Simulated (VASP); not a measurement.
Write the native input for VASP 6.6.1 that does the following.

```
Task                   : relaxation of cell and atoms
Functional             : BLYP
Potentials or basis    : VASP PAW PBE potentials, release 64 (Mg)
Cutoff                 : 600 eV
k mesh                 : 11 × 11 × 3
Occupations            : fermi-dirac, width 0.1 eV
Spin                   : no spin polarisation
Dipole correction      : no
Further INCAR settings : ALGO = Normal; EDIFF = 1e-07; IBRION = 2; EDIFFG = -0.01; NSW = 80; ISIF = 3
```

The structure of Mg lies in POSCAR:

```
Mg
1.0
    3.2030520135      0.0000000000      0.0000000000
   -1.6015260067      2.7739244133      0.0000000000
    0.0000000000      0.0000000000     10.4611678760
Mg
4
Direct
    0.0000000000      0.0000000000      0.0000000000
    0.0000000000      0.0000000000      0.5000000000
    0.3333333333      0.6666666667      0.2500000000
    0.6666666667      0.3333333333      0.7500000000
```

These files were run (other wordings do the same):

INCAR

```
AGGAC = 1.0
AGGAX = 1.0
ALDAC = 0.0
ALDAX = 1.0
ALGO = Normal
EDIFF = 1E-7
EDIFFG = -0.01
ENCUT = 600
GGA = B5
IBRION = 2
ISIF = 3
ISMEAR = -1
LASPH = T
LCHARG = F
LREAL = F
LWAVE = F
NELM = 80
NSW = 80
PREC = Accurate
SIGMA = 0.1
```

KPOINTS

```
k-points
0
Gamma
  11 11 3
```

Potentials or basis: VASP PAW PBE potentials, release 64 (Mg).

Run with:

```console
$ cat potpaw_PBE.64/Mg/POTCAR > POTCAR
$ mpirun -np 1 vasp_std > vasp.out
```

Results of the run:

```json
{
 "Relaxed volume": "23.48 Å³/atom",
 "Relaxed cell": "a = 3.216 Å, b = 3.216 Å, c = 10.486 Å, α = 90.00°, β = 90.00°, γ = 120.00°",
 "Space group after relaxing (to 0.1 Å)": "P6_3/mmc (No. 194)",
 "Energy gained by relaxing": "0.3 meV/atom",
 "Ionic steps": "3",
 "Pressure after relaxing": "0.0 GPa",
 "Band gap on the k mesh": "zero (bands 4 and 5 overlap by 2.28 eV)"
}
```

Caveat: the PAW data sets were made with another functional, which shifts forces and pressure a little.

It took 70 s on 1 thread of AMD EPYC 9R45 96-Core Processor (Zen 5), on a shared host, peak memory 0.22 GiB.
